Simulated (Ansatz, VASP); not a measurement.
# One calculation of Rh, two programs

Contents of INCAR:

```
PREC = Accurate
ENCUT = 520
EDIFF = 1E-8
ISMEAR = -1
SIGMA = 0.08
LREAL = F
LASPH = T
NELM = 60
ALGO = Normal
ISIF = 2
LWAVE = F
LCHARG = F
GGA = PE
LEFG = T
NBANDS = 14
```

The input KPOINTS:

```
Automatic mesh
0
Gamma
  16 16 16
```

The input POSCAR:

```
Rh
1.0
    0.0000000000      1.9078674883      1.9078674883
    1.9078674883      0.0000000000      1.9078674883
    1.9078674883      1.9078674883      0.0000000000
Rh
1
Direct
    0.0000000000      0.0000000000      0.0000000000
```

Input for Ansatz:

```yaml
crystal:
  lattice:
    - [0.0, 1.9078674883, 1.9078674883]
    - [1.9078674883, 0.0, 1.9078674883]
    - [1.9078674883, 1.9078674883, 0.0]
  atoms:
    - { symbol: Rh, position: [0.0, 0.0, 0.0] }
kpoints:
  mp_grid: { grid: [16, 16, 16] }
scf:
  occupations: { method: fermi_dirac, width: 0.08 }
hamiltonian:
  xc: pbe
  pseudopotentials: { kind: all_electron, datasets: crystal }
output:
  forces: true
  stress: true
  eigenvalues: true
  efg: { contact_densities: true }
```

Change from the starting cell: volume scaled by 1.01, crystal datasets.

Alike in both runs: task electric field gradients; functional PBE; k mesh 16 × 16 × 16; occupations fermi-dirac, width 0.08 eV; no spin polarisation.

|  | VASP | Ansatz |
| --- | --- | --- |
| version | VASP 6.6.1 | Ansatz 0.2.0 |
| potentials or method | VASP PAW PBE potentials, release 64 (Rh_pv), cutoff 520 eV | all-electron PAW with datasets made for the crystal, scalar-relativistic |

|  | VASP | Ansatz | Ansatz less VASP |
| --- | --- | --- | --- |
| pressure (GPa) | 3.3 | 3.2 | -0.08 |

Ansatz ran all-electron here, and VASP with PAW potentials.
